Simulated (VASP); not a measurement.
Runs of VASP 6.6.1 on TaGa2. The structure is that of space group P4/mmm (No. 123), or close to it. The cells are those of the table. 

```csv
task,cell,k mesh,cutoff (eV),gap on the mesh (eV),pressure (GPa),relaxed volume (Å³/atom)
single point,"a = 3.907, b = 3.907, c = 3.710 Å, 3 atoms",4 × 4 × 6,520,none,0.0,-
relaxation of cell and atoms,"relaxed from a = 3.907, b = 3.907, c = 3.710 Å, 3 atoms",12 × 12 × 12,600,none,0.0,18.87
single point,"a = 3.905, b = 3.905, c = 3.699 Å, 3 atoms",6 × 6 × 4,520,none,0.2,-
relaxation of cell and atoms,"relaxed from a = 3.905, b = 3.905, c = 3.699 Å, 3 atoms",4 × 4 × 6,600,none,0.0,18.88
relaxation of cell and atoms,"relaxed from a = 3.420, b = 3.420, c = 5.278 Å, 3 atoms",6 × 6 × 4,600,none,-0.1,18.88
single point,"a = 3.902, b = 3.902, c = 3.712 Å, 3 atoms",12 × 12 × 12,520,none,0.2,-
single point,"a = 3.420, b = 3.420, c = 5.278 Å, 3 atoms",6 × 6 × 4,520,none,(a),-
```

Alike in all rows: level PBE; potentials or basis VASP PAW PBE potentials, release 64 (Ta_pv, Ga_d); no spin polarisation; smearing gaussian 0.1 eV.

**Question.** Estimate the missing entries.

**Answer.** (a) -6.5.

Caveats: some runs use coarse meshes; spin-orbit coupling is left out, which moves the levels of the heavy elements.

A k mesh can miss the band edges, and the runs leave out spin-orbit coupling on Ga, Ta.

A gap of «none» marks levels without a gap at the run's occupations.
